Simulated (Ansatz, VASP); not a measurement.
## Mg in VASP and in Ansatz

```
Mg
1.0
     0.00000    2.24772    2.24772
     2.24772    0.00000    2.24772
     2.24772    2.24772    0.00000
Mg
1
Direct
  0.00000 0.00000 0.00000
```

Alike in both runs: task single point; functional r2SCAN; k mesh 14 × 14 × 14; occupations fermi-dirac, width 0.1 eV; no spin polarisation.

|  | VASP | Ansatz |
| --- | --- | --- |
| version | VASP 6.6.1 | Ansatz 0.2.0 |
| potentials or method | VASP PAW PBE potentials, release 64 (Mg), cutoff 520 eV | plane waves (500 eV) with PAW, scalar-relativistic |
| valence electrons in the cell | 2 | 10 |

VASP gave:

| Quantity | Value |
| --- | --- |
| pressure (GPa) | -0.2 |

**Question.** Estimate Ansatz's values.

**Answer.** Pressure (GPa): 0.1.

VASP's potentials were made for PBE, not for r2SCAN. VASP's potentials hold 2 valence electrons a cell and Ansatz's 10, so a difference there can come from the potentials and not from the codes.
